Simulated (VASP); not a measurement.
Here is a VASP 6.6.1 calculation.

Contents of INCAR:

```
PREC = Accurate
ENCUT = 520
EDIFF = 1E-7
ISMEAR = -1
SIGMA = 0.02
LREAL = F
LASPH = T
NELM = 80
ALGO = Normal
ISIF = 2
LWAVE = F
LCHARG = F
GGA = PE
NBANDS = 16
```

KPOINTS

```
Automatic mesh
0
Gamma
  8 8 8
```

File POSCAR:

```
InAs
1.0
    0.0000000000      3.0545904655      3.0545904655
    3.0545904655      0.0000000000      3.0545904655
    3.0545904655      3.0545904655      0.0000000000
In As
1 1
Direct
    0.0000000000      0.0000000000      0.0000000000
    0.2500000000      0.2500000000      0.2500000000
```

Potentials or basis: VASP PAW PBE potentials, release 64 (In_d, As).

Launch:

```console
$ cat potpaw_PBE.64/In_d/POTCAR potpaw_PBE.64/As/POTCAR > POTCAR
$ mpirun -np 1 vasp_std > vasp.out
```

Q: Predict the band gap on the k mesh.

A: Zero (filled and empty bands touch).

Q: Predict the pressure.

A: 2.1 GPa.

Caveat: semilocal functionals underestimate gaps, so a narrow gap can read as zero; spin-orbit coupling is left out, which moves the levels of the heavy elements.
